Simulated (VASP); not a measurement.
Set up this calculation in VASP 6.6.1, as the native input.

- Task: single point
- Functional: PBE
- Potentials or basis: VASP PAW PBE potentials, release 64 (Al, N)
- Cutoff: 520 eV
- k mesh: 6 × 6 × 2
- Occupations: gaussian, width 0.1 eV
- Spin: no spin polarisation
- Dipole correction: no
- Further INCAR settings: ALGO = Normal; EDIFF = 1e-06; NBANDS = 36

The structure of AlN lies in POSCAR:

```
AlN
1.0
    2.9718851200      0.0000000000      0.0000000000
   -1.4859425600      2.5737280200      0.0000000000
    0.0000000000      0.0000000000     14.5591914600
Al N
6 6
Direct
    0.0000000000      0.0000000000      0.1875000000
    0.0000000000      0.0000000000      0.6875000000
    0.3333333300      0.6666666700      0.5208299800
    0.6666666700      0.3333333300      0.0208299800
    0.3333333300      0.6666666700      0.8541700200
    0.6666666700      0.3333333300      0.3541700200
    0.0000000000      0.0000000000      0.3125000000
    0.0000000000      0.0000000000      0.8125000000
    0.3333333300      0.6666666700      0.9791700200
    0.6666666700      0.3333333300      0.4791700200
    0.3333333300      0.6666666700      0.6458299800
    0.6666666700      0.3333333300      0.1458299800
```

These files were run (other wordings do the same):

INCAR

```
SYSTEM = AlN
PREC = Accurate
ENCUT = 520
EDIFF = 1E-6
ISMEAR = 0
SIGMA = 0.1
LREAL = .FALSE.
LASPH = .TRUE.
NELM = 100
ALGO = Normal
ISIF = 2
LWAVE = .FALSE.
LCHARG = .TRUE.
GGA = PE
LELF = .TRUE.
LVHAR = .TRUE.
NBANDS = 36
```

KPOINTS

```
Automatic mesh
0
G
  6 6 2
  0 0 0
```

Potentials or basis: VASP PAW PBE potentials, release 64 (Al, N).

Run with:

```bash
$ cat potpaw_PBE.64/Al/POTCAR potpaw_PBE.64/N/POTCAR > POTCAR
$ mpirun -np 1 vasp_std > vasp.out
```

Results of the run:

The pressure is 35.0 GPa, the largest force is 0.285 eV/Å and the band gap on the k mesh is 3.93 eV, indirect (least direct gap 4.44 eV).

Wall time 24 s on 1 thread of Intel(R) Xeon(R) 6975P-C (Granite Rapids) (shared host), peak memory 0.24 GiB.
